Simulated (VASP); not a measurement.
# NaTa6 in VASP: relaxation of the atoms with PBEsol

Aim: the relaxation of the atoms of NaTa6 with PBEsol.

Everything below comes from runs of VASP 6.6.1. Logs are shortened: lines on timing, memory, paths and dates and some standing lists are left out, and cuts for length are marked.

## (1) The cell of the first run

The cell holds a slab with vacuum, 7 atoms: a = 4.639 Å, b = 4.639 Å, c = 19.944 Å, α = 90.00°, β = 90.00°, γ = 120.00°.

## (2) Relaxation of the atoms, PBEsol

The input, INCAR:

```
SYSTEM = NaTa6
PREC = Accurate ; ENCUT = 450
EDIFF = 1E-7 ; ISMEAR = 0
SIGMA = 0.1 ; LREAL = .False.
LASPH = .True. ; NELM = 120
ALGO = Normal ; ISIF = 2
LWAVE = .False. ; LCHARG = .False.
LDIPOL = .True. ; IDIPOL = 3
DIPOL = 0.5 0.5 0.341 ; GGA = PS
IBRION = 2 ; NSW = 36
EDIFFG = -0.025 ; GGA_COMPAT = .False.
NELMIN = 4 ; NELMDL = -8
```

The input, KPOINTS:

```
Automatic mesh
0
Gamma
  6 6 1
  0 0 0
```

The input, POSCAR:

```
NaTa6
1.0
    4.6393552080      0.0000000000      0.0000000000
   -2.3196776040      4.0177994673      0.0000000000
    0.0000000000      0.0000000000     19.9442140487
Ta Na
6 1
Selective dynamics
Direct
    0.6666666667      0.3333333333      0.2005594199  F F F
    0.3333333333      0.6666666667      0.2480420840  F F F
    0.0000000000      0.0000000000      0.2955247481  F F F
    0.6666666667      0.3333333333      0.3400438158  F F F
    0.3333333333      0.6666666667      0.3814862476  F F F
    0.0000000000      0.0000000000      0.4233916678  F F F
    0.6666666667      0.3333333333      0.5006070444  F F T
```

Potentials or basis: VASP PAW PBE potentials, release 64 (Ta_pv, Na_pv).

The run is started by

```sh
> cat potpaw_PBE.64/Ta_pv/POTCAR potpaw_PBE.64/Na_pv/POTCAR > POTCAR
> mpirun -np 1 vasp_std > vasp.out
```

OUTCAR:

```text
SYSTEM = NaTa6
   PREC = Accurate
   ENCUT = 450
   EDIFF = 1E-7
   ISMEAR = 0
   LREAL = .False.
   LASPH = .True.
   NELM = 120
   ISIF = 2
   GGA = PS
   IBRION = 2
   NSW = 36
   EDIFFG = -0.025
   NELMIN = 4
   NELMDL = -8

 ion  position               nearest neighbor table
   1  0.667  0.333  0.201-   4 2.78   2 2.84   2 2.84   2 2.84   3 3.28   3 3.28   3 3.28
   2  0.333  0.667  0.248-   5 2.66   1 2.84   1 2.84   3 2.84   3 2.84   3 2.84   1 2.84   4 3.25
                             4 3.25   4 3.25
   3  0.000  0.000  0.296-   6 2.55   4 2.82   4 2.82   4 2.82   2 2.84   2 2.84   2 2.84   5 3.18
                             5 3.18   5 3.18   1 3.28   1 3.28   1 3.28
   4  0.667  0.333  0.340-   1 2.78   5 2.80   5 2.80   5 2.80   3 2.82   3 2.82   3 2.82   6 3.15
                             6 3.15   6 3.15   2 3.25   2 3.25   2 3.25
   5  0.333  0.667  0.381-   2 2.66   4 2.80   4 2.80   4 2.80   6 2.81   6 2.81   6 2.81   3 3.18
                             3 3.18   3 3.18
   6  0.000  0.000  0.423-   3 2.55   5 2.81   5 2.81   5 2.81   7 3.09   7 3.09   7 3.09   4 3.15
                             4 3.15   4 3.15
   7  0.667  0.333  0.501-   6 3.09   6 3.09   6 3.09

  LATTYP: Found a hexagonal cell.
 ALAT       =     4.6393552080
 C/A-ratio  =     4.2989193874

  Lattice vectors:

 A1 = (   4.6393552080,   0.0000000000,   0.0000000000)
 A2 = (  -2.3196776040,   4.0177994673,   0.0000000000)
 A3 = (   0.0000000000,   0.0000000000,  19.9442140487)

Analysis of symmetry for initial positions (statically):
=====================================================================
 Subroutine PRICEL returns:
 Original cell was already a primitive cell.

 Routine SETGRP: Setting up the symmetry group for a
 hexagonal supercell.

 Subroutine GETGRP returns: Found  6 space group operations
 (whereof  6 operations were pure point group operations)
 out of a pool of 24 trial point group operations.

The static configuration has the point symmetry C_3v.

Analysis of symmetry for dynamics (positions and initial velocities):
=====================================================================
 Subroutine PRICEL returns:
 Original cell was already a primitive cell.

 Routine SETGRP: Setting up the symmetry group for a
 hexagonal supercell.

 Subroutine GETGRP returns: Found  6 space group operations
 (whereof  6 operations were pure point group operations)
 out of a pool of 24 trial point group operations.

The dynamic configuration has the point symmetry C_3v.

Analysis of constrained symmetry for selective dynamics:
=====================================================================
 Subroutine PRICEL returns:
 Original cell was already a primitive cell.

 Routine SETGRP: Setting up the symmetry group for a
 hexagonal supercell.

 Subroutine GETGRP returns: Found  6 space group operations
 (whereof  6 operations were pure point group operations)
 out of a pool of 24 trial point group operations.

The constrained configuration has the point symmetry C_3v.

 Subroutine INISYM returns: Found  6 space group operations
 (whereof  6 operations are pure point group operations),
 and found     1 'primitive' translations

----------------------------------------------------------------------------------------

                                     Primitive cell

  volume of cell :     371.7601

  direct lattice vectors                    reciprocal lattice vectors
     4.639355208  0.000000000  0.000000000     0.215547195  0.124446231  0.000000000
    -2.319677604  4.017799467  0.000000000     0.000000000  0.248892462  0.000000000
     0.000000000  0.000000000 19.944214049     0.000000000  0.000000000  0.050139855

  length of vectors
     4.639355208  4.639355208 19.944214049     0.248892462  0.248892462  0.050139855

  position of ions in fractional coordinates (direct lattice)
     0.666666667  0.333333333  0.200559420
     0.333333333  0.666666667  0.248042084
     0.000000000  0.000000000  0.295524748
     0.666666667  0.333333333  0.340043816
     0.333333333  0.666666667  0.381486248
     0.000000000  0.000000000  0.423391668
     0.666666667  0.333333333  0.500607044

  ion indices of the primitive-cell ions
   primitive index   ion index
                 1           1
                 2           2
                 3           3
                 4           4
                 5           5
                 6           6
                 7           7

----------------------------------------------------------------------------------------

 KPOINTS: Automatic mesh

Automatic generation of k-mesh.
 Grid dimensions read from file:
 generate k-points for:    6    6    1

 Generating k-lattice:

  Cartesian coordinates                     Fractional coordinates (reciprocal lattice)
     0.035924532  0.020741038  0.000000000     0.166666667 -0.000000000  0.000000000
     0.000000000  0.041482077  0.000000000     0.000000000  0.166666667  0.000000000
     0.000000000  0.000000000  0.050139855     0.000000000  0.000000000  1.000000000

  Length of vectors
     0.041482077  0.041482077  0.050139855

  Shift w.r.t. Gamma in fractional coordinates (k-lattice)
     0.000000000  0.000000000  0.000000000

 Subroutine IBZKPT returns following result:
 ===========================================

 Found      7 irreducible k-points:

 Following reciprocal coordinates:
            Coordinates               Weight
  0.000000  0.000000  0.000000      1.000000
  0.166667  0.000000  0.000000      6.000000
  0.333333  0.000000  0.000000      6.000000
  0.500000  0.000000  0.000000      3.000000
  0.166667  0.166667  0.000000      6.000000
  0.333333  0.166667  0.000000     12.000000
  0.333333  0.333333  0.000000      2.000000
   k-points           NKPTS =      7   k-points in BZ     NKDIM =      7   number of bands    NBANDS=     43
   number of dos      NEDOS =    301   number of ions     NIONS =      7
   total plane-waves  NPLWV = 143360
   dimension x,y,z NGX =    32 NGY =   32 NGZ =  140
   dimension x,y,z NGXF=    64 NGYF=   64 NGZF=  280
   ions per type =               6   1
   NGX,Y,Z   is equivalent  to a cutoff of  11.47, 11.47, 11.67 a.u.
   NGXF,Y,Z  is equivalent  to a cutoff of  22.93, 22.93, 23.34 a.u.
 SYSTEM =  NaTa6
   PREC   = accura    normal or accurate (medium, high low for compatibility)
   ISTART =      0    job   : 0-new  1-cont  2-samecut
   ICHARG =      2    charge: 1-file 2-atom 10-const
   ISPIN  =      1    spin polarized calculation?
   LNONCOLLINEAR =      F non collinear calculations
   LSORBIT =      F    spin-orbit coupling
   LASPH  =      T    aspherical Exc in radial PAW
   ENCUT  =  450.0 eV  33.07 Ry    5.75 a.u.   8.02  8.02 34.50*2*pi/ulx,y,z
   NELM   =    120;   NELMIN=  4; NELMDL= -8     # of ELM steps
   EDIFF  = 0.1E-06   stopping-criterion for ELM
   LREAL  =      F    real-space projection
   EDIFFG = -.3E-01   stopping-criterion for IOM
   NSW    =     36    number of steps for IOM
   IBRION =      2    ionic relax: 0-MD 1-quasi-New 2-CG
   NFREE  =      1    steps in history (QN), initial steepest desc. (CG)
   ISIF   =      2    stress and relaxation
   ISYM   =      2    0-nonsym 1-usesym 2-fastsym
   POTIM  = 0.5000    time-step for ionic-motion
   TEBEG  =    0.0;   TEEND  =   0.0 temperature during run
   PSTRESS=    0.0 pullay stress
   NELECT =      73.0000    total number of electrons
   NUPDOWN=      -1.0000    fix difference up-down
   EMIN   =  10.00;   EMAX   =-10.00  energy-range for DOS
   EFERMI =   0.00;   METHOD = LEGACY
   ISMEAR =     0;   SIGMA  =   0.10  broadening in eV -4-tet -1-fermi 0-gaus
   EFERMI_NEDOS =   21; number of points for ismear=-14 and -15
   IALGO  =     38    algorithm
   IMIX   =      4    mixing-type and parameters
     AMIX     =   0.40;   BMIX     =  1.00
     AMIX_MAG =   1.60;   BMIX_MAG =  1.00
  volume/ion in A,a.u.               =      53.11       358.39
  Fermi-wavevector in a.u.,A,eV,Ry     =   0.951542  1.798155 12.319165  0.905433
  Thomas-Fermi vector in A             =   2.080022
   LORBIT       =      0    0 simple, 1 ext, 2 COOP (PROOUT), +10 PAW based schemes
   GGA     = PS    functional components
   LHFCALC =     F    Hartree Fock is set to
   AEXX    =    0.0000 exact exchange contribution
   IVDW    =     0    specifies the selected vdW correction
   LEPSILON=     F    determine dielectric tensor
   LRPA    =     F    only Hartree local field effects (RPA)
 conjugate gradient relaxation of ions
 non-spin polarized calculation
 Gauss-broadening in eV      SIGMA  =   0.10
  energy-cutoff  :      450.00
  volume of cell :      371.76
 maximum number of plane-waves:      8088
   NGX = 17   NGY = 17   NGZ = 69

 dipolmoment           0.000000      0.000000      0.408859 electrons x Angstroem

--------------------------------------- Ionic step        1  -------------------------------------------

 number of electron      73.0000010 magnetization

 Free energy of the ion-electron system (eV)
  ---------------------------------------------------
  ext. energy  EPLUGINS =         0.00000000
  ---------------------------------------------------
  free energy    TOTEN  =       -70.10863058 eV

  energy without entropy =      -70.07329612  energy(sigma->0) =      -70.09096335

------------------------ aborting loop because EDIFF is reached ----------------------------------------

  FORCE on cell =-STRESS in cart. coord.  units (eV):
  Direction    XX          YY          ZZ          XY          YZ          ZX
  --------------------------------------------------------------------------------------
  -------------------------------------------------------------------------------------
  Total       -3.6587657     -3.6587657     -2.1714981      0.0000000     -0.0000000     -0.0000000
  in kB      -15.7682092    -15.7682092     -9.3585212      0.0000000     -0.0000000     -0.0000000
  external PRESSURE =     -13.6316465 kB  Pullay stress =       0.0000000 kB
[... 149 lines left out ...]
  energy  without entropy=      -70.1441011223  energy(sigma->0) =      -70.16213691

--------------------------------------- Ionic step        5  -------------------------------------------

 number of electron      73.0000010 magnetization

 dipolmoment           0.000000      0.000000     -0.098658 electrons x Angstroem

 Free energy of the ion-electron system (eV)
  ---------------------------------------------------
  ext. energy  EPLUGINS =         0.00000000
  ---------------------------------------------------
  free energy    TOTEN  =       -70.18045095 eV

  energy without entropy =      -70.14433617  energy(sigma->0) =      -70.16239356

 E-fermi :  -0.1646     XC(G=0):  -5.3244

 val. band max:       -0.2019184396   @ k =   0.5000   0.0000   0.0000
 cond. band min:      -0.1125745740   @ k =   0.3333   0.1667   0.0000
 fundamental gap:      0.0893438656
 Fermi energy:        -0.1646292670

 k-point     1 :       0.0000    0.0000    0.0000
  band No.  band energies     occupation
      1     -34.8931      2.00000
      2     -34.6612      2.00000
      3     -34.5927      2.00000
      4     -34.5927      2.00000
      5     -34.3904      2.00000
      6     -34.3904      2.00000
[... 311 lines left out ...]
     42       0.8940      0.00000
     43       1.2338      0.00000

------------------------ aborting loop because EDIFF is reached ----------------------------------------

 vacuum level on the upper side and lower side of the slab       (xc-potential included)        -0.784         0.228

  FORCE on cell =-STRESS in cart. coord.  units (eV):
  Direction    XX          YY          ZZ          XY          YZ          ZX
  --------------------------------------------------------------------------------------
  -------------------------------------------------------------------------------------
  Total       -4.4157783     -4.4157783     -3.3367820      0.0000000      0.0000000      0.0000000
  in kB      -19.0307118    -19.0307118    -14.3805538      0.0000000      0.0000000      0.0000000
  external PRESSURE =     -17.4806592 kB  Pullay stress =       0.0000000 kB

 VOLUME and BASIS-vectors are now :
 -----------------------------------------------------------------------------
  energy-cutoff  :      450.00
  volume of cell :      371.76
      direct lattice vectors                 reciprocal lattice vectors
     4.639355208  0.000000000  0.000000000     0.215547195  0.124446231  0.000000000
    -2.319677604  4.017799467  0.000000000     0.000000000  0.248892462  0.000000000
     0.000000000  0.000000000 19.944214049     0.000000000  0.000000000  0.050139855
[... 13 lines left out ...]
  FREE ENERGIE OF THE ION-ELECTRON SYSTEM (eV)
  ---------------------------------------------------
  free  energy   TOTEN  =       -70.1804509542 eV

  energy  without entropy=      -70.1443361692  energy(sigma->0) =      -70.16239356

 reached required accuracy - stopping structural energy minimisation

 vacuum level on the upper side and lower side of the slab         2.034         3.075
```

Run time: 20 min. Hardware: 1 thread of AMD EPYC 7R43 (Zen 3), shared host; peak memory 0.38 GiB.

Results:

```yaml
Free_energy: -70.1805 eV
Energy_gained_by_relaxing: 10.3 meV/atom
Ionic_steps: 5
Band_gap_on_the_k_mesh: zero (an odd number of electrons rules out a gap without spin polarisation)
```

The path:
| step | energy change (eV) | largest force on free atoms (eV/Å) | pressure (GPa) |
| --- | --- | --- | --- |
| 1 | 0.0000 | 0.5490 | -1.36 |
| 2 | -0.0137 | 0.4864 | -1.41 |
| 3 | -0.0453 | 0.3134 | -1.52 |
| 4 | -0.0715 | 0.0298 | -1.73 |
| 5 | -0.0718 | 0.0036 | -1.75 |

Final structure:
```cif
data_structure
_symmetry_space_group_name_H-M 'P 1'
_symmetry_Int_Tables_number 1
_cell_length_a 4.6394
_cell_length_b 4.6394
_cell_length_c 19.9442
_cell_angle_alpha 90.000
_cell_angle_beta 90.000
_cell_angle_gamma 120.000
_cell_volume 371.76
loop_
_atom_site_label
_atom_site_type_symbol
_atom_site_fract_x
_atom_site_fract_y
_atom_site_fract_z
_atom_site_occupancy
Ta1 Ta 0.66667 0.33333 0.20056 1
Ta2 Ta 0.33333 0.66667 0.24804 1
Ta3 Ta 0.00000 0.00000 0.29552 1
Ta4 Ta 0.66667 0.33333 0.34004 1
Ta5 Ta 0.33333 0.66667 0.38149 1
Ta6 Ta 0.00000 0.00000 0.42339 1
Na1 Na 0.66667 0.33333 0.51472 1
```

Caveat: the PAW data sets were made with another functional, which shifts forces and pressure a little; spin-orbit coupling is left out, which moves the levels of the heavy elements.

The gap in the log of VASP goes by the Fermi energy; the results here count the filled bands.